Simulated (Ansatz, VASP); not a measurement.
## AlN: VASP beside Ansatz

```
Al N
1.0
    -0.01094    2.18321    2.18321
     2.18321   -0.01094    2.18321
     2.18321    2.18321   -0.01094
Al N
1 1
Cartesian
  -0.0016 -0.0016 -0.0016
  1.0904 1.0904 1.0904
```

Change from the starting cell: equal xy, yz and zx engineering shears of -0.5 %.

Alike in both runs: functional PBEsol; k mesh 8 × 8 × 8; no spin polarisation.

Ansatz relaxed the structure, and its values are those at the end. VASP's run is a single point on that final structure, the one shown.

```csv
,VASP,Ansatz
version,VASP 6.6.1,Ansatz 0.2.0
potentials or method,"VASP PAW PBE potentials, release 64 (Al, N), cutoff 520 eV","all-electron LAPW, scalar-relativistic"
occupations,"gaussian, width 0.01 eV",fixed
```

```tsv
	VASP	Ansatz	Ansatz less VASP
gap on the k mesh at the Fermi level (eV)	3.14	3.14	+0.004
pressure (GPa)	0.0	-0.1	-0.12
```

VASP's potentials were made for PBE, not for PBEsol. Ansatz ran all-electron here, and VASP with PAW potentials.
